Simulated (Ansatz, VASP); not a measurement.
## Two plane-wave programs on ZnS

```
CELL_PARAMETERS angstrom
0.00000 2.69455 2.69455
2.69455 0.00000 2.69455
2.69455 2.69455 0.00000
ATOMIC_POSITIONS crystal
Zn 0.00000 0.00000 0.00000
S 0.25000 0.25000 0.25000
```

Alike in both runs: functional r2SCAN; k mesh 8 × 8 × 8; occupations gaussian, width 0.02 eV; no spin polarisation.

Ansatz relaxed the structure, and its values are those at the end. VASP's run is a single point on that final structure, the one shown.

|  | VASP | Ansatz |
| --- | --- | --- |
| version | VASP 6.6.1 | Ansatz 0.2.0 |
| potentials or method | VASP PAW PBE potentials, release 64 (Zn, S), cutoff 520 eV | scalar-relativistic, plane waves, PAW |
| valence electrons in the cell | 18 | 18 |

Ansatz gave:

- gap on the k mesh at the Fermi level (eV): 2.70
- least direct gap on the mesh (eV): 2.70
- pressure (GPa): 0.0

Problem. Which values does VASP return?

Solution. gap on the k mesh at the Fermi level (eV): 2.71; least direct gap on the mesh (eV): 2.71; pressure (GPa): 0.0.

VASP's potentials were made for PBE, not for r2SCAN.
